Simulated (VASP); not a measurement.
# Rh (Fm-3m) in VASP: a series of runs

Rh is run at these levels: r2SCAN; tasks: single point.

All numbers are computed with VASP 6.6.1; they aren't measurements. Logs are shortened: lines on timing, memory, paths and dates and some standing lists are left out, and cuts for length are marked.

### 1 The cell of the first run

The structure is cubic, space group Fm-3m (No. 225). Conventional cell: a = 3.762 Å, b = 3.762 Å, c = 3.762 Å, α = 90.00°, β = 90.00°, γ = 90.00°. Within 3.5 Å of Rh (site symmetry m-3m) lie 12 Rh at 2.66 Å.

### 2 Single point, r2SCAN (13.31 Å³/atom)

File POSCAR:

```
Rh
1.0
    0.0000000000      1.8807596914      1.8807596914
    1.8807596914      0.0000000000      1.8807596914
    1.8807596914      1.8807596914      0.0000000000
Rh
1
Direct
    0.0000000000      0.0000000000      0.0000000000
```

File INCAR.step1:

```
PREC     = Accurate       # precision mode
ENCUT    = 680            # plane-wave cutoff, eV
ISMEAR   = 0              # smearing method
SIGMA    = 0.1            # smearing width, eV
LREAL    = F              # projectors in reciprocal space
LASPH    = T              # aspherical terms in the spheres
NELM     = 120            # most SCF steps
NBANDS   = 14             # bands
GGA      = PE             # functional
ALGO     = Normal         # electronic algorithm
EDIFF    = 1E-5           # SCF threshold, eV
LWAVE    = T              # write WAVECAR
LCHARG   = F              # write CHGCAR
GGA_COMPAT= F
```

File INCAR.step2:

```
PREC     = Accurate       # precision mode
ENCUT    = 680            # plane-wave cutoff, eV
EDIFF    = 1E-6           # SCF threshold, eV
ISMEAR   = 0              # smearing method
SIGMA    = 0.1            # smearing width, eV
LREAL    = F              # projectors in reciprocal space
LASPH    = T              # aspherical terms in the spheres
NELM     = 120            # most SCF steps
ALGO     = Normal         # electronic algorithm
ISIF     = 2              # what is computed and relaxed
LWAVE    = F              # write WAVECAR
LCHARG   = F              # write CHGCAR
METAGGA  = R2SCAN         # meta-GGA
LMIXTAU  = T            
NBANDS   = 14             # bands
ISTART   = 1            
GGA_COMPAT= F
```

File KPOINTS:

```
Automatic mesh
0
Gamma
  18 18 18
```

Potentials or basis: VASP PAW PBE potentials, release 64 (Rh_sv_GW).

Command:

```
$ cat potpaw_PBE.64/Rh_sv_GW/POTCAR > POTCAR
$ cp INCAR.step1 INCAR
$ mpirun -np 1 vasp_std > vasp.out
$ cp INCAR.step2 INCAR
$ mpirun -np 1 vasp_std > vasp.out
```

OUTCAR:

```text
PREC = Accurate
   ENCUT = 680
   EDIFF = 1E-6
   ISMEAR = 0
   LREAL = F
   LASPH = T
   NELM = 120
   ISIF = 2
   METAGGA = R2SCAN
   ISTART = 1

 ion  position               nearest neighbor table
   1  0.000  0.000  0.000-

  LATTYP: Found a face centered cubic cell.
 ALAT       =     3.7615193828

  Lattice vectors:

 A1 = (   0.0000000000,   1.8807596914,   1.8807596914)
 A2 = (   1.8807596914,   0.0000000000,   1.8807596914)
 A3 = (   1.8807596914,   1.8807596914,   0.0000000000)

Analysis of symmetry for initial positions (statically):
=====================================================================
 Subroutine PRICEL returns:
 Original cell was already a primitive cell.

 Routine SETGRP: Setting up the symmetry group for a
 face centered cubic supercell.

 Subroutine GETGRP returns: Found 48 space group operations
 (whereof 48 operations were pure point group operations)
 out of a pool of 48 trial point group operations.

The static configuration has the point symmetry O_h .

Analysis of symmetry for dynamics (positions and initial velocities):
=====================================================================
 Subroutine PRICEL returns:
 Original cell was already a primitive cell.

 Routine SETGRP: Setting up the symmetry group for a
 face centered cubic supercell.

 Subroutine GETGRP returns: Found 48 space group operations
 (whereof 48 operations were pure point group operations)
 out of a pool of 48 trial point group operations.

The dynamic configuration has the point symmetry O_h .

 Subroutine INISYM returns: Found 48 space group operations
 (whereof 48 operations are pure point group operations),
 and found     1 'primitive' translations

----------------------------------------------------------------------------------------

                                     Primitive cell

  volume of cell :      13.3055

  direct lattice vectors                    reciprocal lattice vectors
     0.000000000  1.880759691  1.880759691    -0.265850019  0.265850019  0.265850019
     1.880759691  0.000000000  1.880759691     0.265850019 -0.265850019  0.265850019
     1.880759691  1.880759691  0.000000000     0.265850019  0.265850019 -0.265850019

  length of vectors
     2.659795863  2.659795863  2.659795863     0.460465740  0.460465740  0.460465740

  position of ions in fractional coordinates (direct lattice)
     0.000000000  0.000000000  0.000000000

  ion indices of the primitive-cell ions
   primitive index   ion index
                 1           1

----------------------------------------------------------------------------------------

 KPOINTS: Automatic mesh

Automatic generation of k-mesh.
 Grid dimensions read from file:
 generate k-points for:   18   18   18

 Generating k-lattice:

  Cartesian coordinates                     Fractional coordinates (reciprocal lattice)
    -0.014769446  0.014769446  0.014769446     0.055555556  0.000000000  0.000000000
     0.014769446 -0.014769446  0.014769446     0.000000000  0.055555556  0.000000000
     0.014769446  0.014769446 -0.014769446     0.000000000  0.000000000  0.055555556

  Length of vectors
     0.025581430  0.025581430  0.025581430

  Shift w.r.t. Gamma in fractional coordinates (k-lattice)
     0.000000000  0.000000000  0.000000000

 Subroutine IBZKPT returns following result:
 ===========================================

 Found    195 irreducible k-points:

 Following reciprocal coordinates:
            Coordinates               Weight
  0.000000  0.000000  0.000000      1.000000
  0.055556  0.000000  0.000000      8.000000
  0.111111  0.000000  0.000000      8.000000
  0.166667  0.000000  0.000000      8.000000
  0.222222  0.000000  0.000000      8.000000
  0.277778  0.000000  0.000000      8.000000
[... 16 lines left out ...]
 -0.277778  0.055556  0.000000     24.000000
 -0.222222  0.055556  0.000000     24.000000
 [... further k-points ...]
   k-points           NKPTS =    195   k-points in BZ     NKDIM =    195   number of bands    NBANDS=     14
   number of dos      NEDOS =    301   number of ions     NIONS =      1
   total plane-waves  NPLWV =  13824
   dimension x,y,z NGX =    24 NGY =   24 NGZ =   24
   dimension x,y,z NGXF=    48 NGYF=   48 NGZF=   48
   ions per type =               1
   NGX,Y,Z   is equivalent  to a cutoff of  15.00, 15.00, 15.00 a.u.
   NGXF,Y,Z  is equivalent  to a cutoff of  30.00, 30.00, 30.00 a.u.
 SYSTEM =  unknown system
   PREC   = accura    normal or accurate (medium, high low for compatibility)
   ISTART =      1    job   : 0-new  1-cont  2-samecut
   ICHARG =      0    charge: 1-file 2-atom 10-const
   ISPIN  =      1    spin polarized calculation?
   LNONCOLLINEAR =      F non collinear calculations
   LSORBIT =      F    spin-orbit coupling
   LASPH  =      T    aspherical Exc in radial PAW
   ENCUT  =  680.0 eV  49.98 Ry    7.07 a.u.   5.66  5.66  5.66*2*pi/ulx,y,z
   NELM   =    120;   NELMIN=  2; NELMDL=  0     # of ELM steps
   EDIFF  = 0.1E-05   stopping-criterion for ELM
   LREAL  =      F    real-space projection
   EDIFFG = 0.1E-04   stopping-criterion for IOM
   NSW    =      0    number of steps for IOM
   IBRION =     -1    ionic relax: 0-MD 1-quasi-New 2-CG
   NFREE  =      0    steps in history (QN), initial steepest desc. (CG)
   ISIF   =      2    stress and relaxation
   ISYM   =      2    0-nonsym 1-usesym 2-fastsym
   POTIM  = 0.5000    time-step for ionic-motion
   TEBEG  =    0.0;   TEEND  =   0.0 temperature during run
   PSTRESS=    0.0 pullay stress
   NELECT =      17.0000    total number of electrons
   NUPDOWN=      -1.0000    fix difference up-down
   EMIN   =  10.00;   EMAX   =-10.00  energy-range for DOS
   EFERMI =   0.00;   METHOD = LEGACY
   ISMEAR =     0;   SIGMA  =   0.10  broadening in eV -4-tet -1-fermi 0-gaus
   EFERMI_NEDOS =   21; number of points for ismear=-14 and -15
   IALGO  =     38    algorithm
   IMIX   =      4    mixing-type and parameters
     AMIX     =   0.40;   BMIX     =  1.00
     AMIX_MAG =   1.60;   BMIX_MAG =  1.00
  volume/ion in A,a.u.               =      13.31        89.79
  Fermi-wavevector in a.u.,A,eV,Ry     =   1.776429  3.356964 42.935900  3.155700
  Thomas-Fermi vector in A             =   2.842024
   LORBIT       =      0    0 simple, 1 ext, 2 COOP (PROOUT), +10 PAW based schemes
   METAGGA = R2SCAN    functional components
   LHFCALC =     F    Hartree Fock is set to
   AEXX    =    0.0000 exact exchange contribution
   IVDW    =     0    specifies the selected vdW correction
   LEPSILON=     F    determine dielectric tensor
   LRPA    =     F    only Hartree local field effects (RPA)
 non-spin polarized calculation
 Gauss-broadening in eV      SIGMA  =   0.10
  energy-cutoff  :      680.00
  volume of cell :       13.31
 maximum number of plane-waves:       548
   NGX = 11   NGY = 11   NGZ = 11

 number of electron      17.0000003 magnetization

 Free energy of the ion-electron system (eV)
  ---------------------------------------------------
  ext. energy  EPLUGINS =         0.00000000
  ---------------------------------------------------
  free energy    TOTEN  =       -23.27697084 eV

  energy without entropy =      -23.27054798  energy(sigma->0) =      -23.27375941

 E-fermi :  11.2646     XC(G=0): -15.5228

 val. band max:       11.2625737647   @ k =   0.5000   0.2222   0.1111
 cond. band min:      11.2798756001   @ k =   0.5000   0.3889   0.0000
 fundamental gap:      0.0173018354
 Fermi energy:        11.2646397238

 k-point     1 :       0.0000    0.0000    0.0000
  band No.  band energies     occupation
      1     -70.0269      2.00000
      2     -36.6064      2.00000
      3     -36.6064      2.00000
      4     -36.6064      2.00000
      5       2.8594      2.00000
      6       7.9248      2.00000
      7       7.9248      2.00000
      8       7.9248      2.00000
      9      10.1335      2.00000
     10      10.1335      2.00000
     11      27.6841      0.00000
     12      33.5127      0.00000
     13      33.5127      0.00000
     14      33.5127      0.00000

 k-point     2 :       0.0556    0.0000    0.0000
  band No.  band energies     occupation
      1     -70.0227      2.00000
      2     -36.6336      2.00000
      3     -36.6100      2.00000
      4     -36.6100      2.00000
      5       2.9933      2.00000
      6       7.8633      2.00000
      7       7.9780      2.00000
      8       7.9780      2.00000
      9      10.1031      2.00000
     10      10.1031      2.00000
     11      27.8826      0.00000
     12      32.8503      0.00000
     13      33.7109      0.00000
     14      33.7109      0.00000

 k-point     3 :       0.1111    0.0000    0.0000
  band No.  band energies     occupation
      1     -70.0105      2.00000
      2     -36.7117      2.00000
      3     -36.6205      2.00000
      4     -36.6205      2.00000
      5       3.3759      2.00000
      6       7.7107      2.00000
      7       8.1164      2.00000
      8       8.1164      2.00000
      9      10.0384      2.00000
     10      10.0384      2.00000
     11      28.4179      0.00000
     12      31.4222      0.00000
     13      34.2881      0.00000
     14      34.2881      0.00000
[... 324 lines left out ...]
 k-point    23 :      -0.2778    0.0556    0.0000
  band No.  band energies     occupation
      1     -69.9337      2.00000
      2     -37.1736      2.00000
      3     -36.7133      2.00000
      4     -36.6750      2.00000
      5       4.9845      2.00000
      6       8.0862      2.00000
      7       8.2637      2.00000
      8       8.3382      2.00000
      9      10.3576      2.00000
     10      11.1957      1.67051
     11      25.8991      0.00000
     12      29.2075      0.00000
     13      35.2064      0.00000
     14      37.4384      0.00000

 k-point    24 :      -0.2222    0.0556    0.0000
  band No.  band energies     occupation
      1     -69.9578      2.00000
      2     -37.0278      2.00000
      3     -36.6919      2.00000
      4     -36.6538      2.00000
      5       4.7687      2.00000
      6       7.5815      2.00000
      7       8.3347      2.00000
      8       8.3886      2.00000
      9       9.9401      2.00000
     10      10.6899      2.00000
     11      27.6472      0.00000
     12      29.6415      0.00000
     13      35.3846      0.00000
     14      37.2301      0.00000

 [... further k-points ...]

------------------------ aborting loop because EDIFF is reached ----------------------------------------

  FORCE on cell =-STRESS in cart. coord.  units (eV):
  Direction    XX          YY          ZZ          XY          YZ          ZX
  --------------------------------------------------------------------------------------
  -------------------------------------------------------------------------------------
  Total        0.7764550      0.7764550      0.7764550      0.0000000      0.0000000      0.0000000
  in kB       93.4968403     93.4968403     93.4968403      0.0000000      0.0000000      0.0000000
  external PRESSURE =      93.4968403 kB  Pullay stress =       0.0000000 kB

 VOLUME and BASIS-vectors are now :
 -----------------------------------------------------------------------------
  energy-cutoff  :      680.00
  volume of cell :       13.31
      direct lattice vectors                 reciprocal lattice vectors
     0.000000000  1.880759691  1.880759691    -0.265850019  0.265850019  0.265850019
     1.880759691  0.000000000  1.880759691     0.265850019 -0.265850019  0.265850019
     1.880759691  1.880759691  0.000000000     0.265850019  0.265850019 -0.265850019

 POSITION                                       TOTAL-FORCE (eV/Angst)
 -----------------------------------------------------------------------------------
      0.00000      0.00000      0.00000         0.000000      0.000000      0.000000
 -----------------------------------------------------------------------------------
    total drift:                                0.000000      0.000000      0.000000

  FREE ENERGIE OF THE ION-ELECTRON SYSTEM (eV)
  ---------------------------------------------------
  free  energy   TOTEN  =       -23.2769708390 eV

  energy  without entropy=      -23.2705479797  energy(sigma->0) =      -23.27375941
```

Run time: 60 s. Hardware: 1 thread of Intel Xeon 6975P-C (Granite Rapids), shared host; peak memory 0.2 GiB.

What came out:

```yaml
Free_energy: -23.2770 eV
Pressure: 9.3 GPa
Band_gap_on_the_k_mesh: zero (an odd number of electrons rules out a gap without spin polarisation)
```

Levels at points of the mesh, in eV from the Fermi level:
| k point | band 6 | band 7 | band 8 | band 9 | band 10 | band 11 |
| --- | --- | --- | --- | --- | --- | --- |
| (0.00, 0.00, 0.00) | -3.34 | -3.34 | -3.34 | -1.13 | -1.13 | 16.42 |
| (0.50, 0.00, 0.00) | -3.46 | -3.46 | 0.61 | 0.61 | 0.86 | 9.45 |
| (0.50, 0.50, 0.00) | -6.48 | 0.54 | 1.10 | 1.10 | 3.53 | 13.31 |

Caveat: the cell stands under pressure; the PAW data sets were made with another functional, which shifts forces and pressure a little.

(Part 1 of 2 ends here.)
